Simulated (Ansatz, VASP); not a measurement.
Two plane-wave programs on WSe

Contents of INCAR:

```
PREC     = Accurate       # precision mode
ENCUT    = 520            # plane-wave cutoff, eV
EDIFF    = 1E-7           # SCF threshold, eV
ISMEAR   = 0              # smearing method
SIGMA    = 0.05           # smearing width, eV
LREAL    = F              # projectors in reciprocal space
LASPH    = T              # aspherical terms in the spheres
NELM     = 150            # most SCF steps
ALGO     = Normal         # electronic algorithm
ISIF     = 2              # what is computed and relaxed
LWAVE    = F              # write WAVECAR
LCHARG   = F              # write CHGCAR
LMAXMIX  = 4              # l up to which the mixer works
LDAU     = T              # DFT+U
LDAUTYPE = 2            
LDAUL    = 2 -1           # shell
LDAUU    = 4 0            # U, eV
LDAUJ    = 0 0          
LDAUPRINT= 1            
GGA      = PS             # functional
NBANDS   = 28             # bands
```

KPOINTS

```
Automatic mesh
0
Gamma
  18 18 6
```

File POSCAR:

```
WSe
1.0
    3.1036815592      0.0000000000      0.0000000000
   -1.5518407796      2.6878670756      0.0000000000
    0.0000000000      0.0000000000      7.6369321866
W Se
2 2
Direct
    0.0000000000      0.0000000000      0.0000000000
    0.0000000000      0.0000000000      0.5000000000
    0.3333333333      0.6666666667      0.2500000000
    0.6666666667      0.3333333333      0.7500000000
```

Input for Ansatz:

```yaml
crystal:
  lattice:
    - [3.1036815592, 0.0, 0.0]
    - [-1.5518407796, 2.6878670756, 0.0]
    - [0.0, 0.0, 7.6369321866]
  atoms:
    - { symbol: W, position: [0.0, 0.0, 0.0] }
    - { symbol: W, position: [0.0, 0.0, 0.5] }
    - { symbol: Se, position: [0.3333333333, 0.6666666667, 0.25] }
    - { symbol: Se, position: [0.6666666667, 0.3333333333, 0.75] }
basis:
  ecutwfc: 420
kpoints:
  mp_grid: { grid: [18, 18, 6] }
hamiltonian:
  xc: pbesol
  hubbard: { sites: [{ species: W, l: d, u_eff: 4.0 }] }
scf:
  occupations: { method: gaussian, width: 0.05 }
output:
  forces: true
  stress: true
  eigenvalues: true
  write_density: true
  write_potential: true
  elf: true
  volumetric_format: npy
```

Alike in both runs: task single point; functional PBEsol; k mesh 18 × 18 × 6; occupations gaussian, width 0.05 eV; no spin polarisation; Hubbard terms W d U = 4.0 eV.

```csv
,VASP,Ansatz
version,VASP 6.6.1,Ansatz 0.2.0
potentials or method,"VASP PAW PBE potentials, release 64 (W_sv, Se), cutoff 520 eV","scalar-relativistic, plane waves, PAW"
valence electrons in the cell,40,60
```

|  | VASP | Ansatz | Ansatz less VASP |
| --- | --- | --- | --- |
| gap on the k mesh at the Fermi level (eV) | none | none | - |
| pressure (GPa) | 5.9 | 1.5 | -4.45 |
| traceless stress, the component that is largest in VASP (GPa) | 4.40 | 2.48 | -1.919 |

VASP's potentials were made for PBE, not for PBEsol. The programs project onto different local orbitals, so the same U acts differently, and such runs can settle in different states. A gap of «none» marks a metal or a gap that the smearing closes. VASP's potentials hold 40 valence electrons a cell and Ansatz's 60, so a difference there can come from the potentials and not from the codes. Ansatz's warnings: filled band counts differ across k points.

Neither program's run includes spin-orbit coupling.
